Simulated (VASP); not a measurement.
Here is a VASP 6.6.1 calculation.

File INCAR:

```
  PREC = Accurate
  ENCUT = 520
  EDIFF = 1E-6
  ISMEAR = -1
  SIGMA = 0.1
  LREAL = False
  LASPH = True
  NELM = 60
  ALGO = Normal
  ISIF = 2
  LWAVE = False
  LCHARG = False
  NBANDS = 34
```

The input KPOINTS:

```
Automatic mesh
0
Gamma
  11 11 3
```

File POSCAR:

```
In
1.0
    3.2726878274      0.0000000000      0.0000000000
   -1.6363439137      2.8342307972      0.0000000000
    0.0000000000      0.0000000000     10.6189298052
In
4
Direct
    0.0000000000      0.0000000000      1.0000000000
    0.0000000000      0.0000000000      0.5000000000
    0.3333333333      0.6666666667      0.2500000000
    0.6666666667      0.3333333333      0.7500000000
```

Potentials or basis: VASP PAW LDA potentials, release 64 (In_d).

The run is started by

```sh
$ cat potpaw_LDA.64/In_d/POTCAR > POTCAR
$ mpirun -np 1 vasp_std > vasp.out
```

Task: Estimate the pressure.

Result: 0.0 GPa.

Task: Predict the band gap on the k mesh.

Result: Zero (band 26 reaches 11.75 eV, above the bottom of band 27 at 6.81 eV).

Caveat: spin-orbit coupling is left out, which moves the levels of the heavy elements.
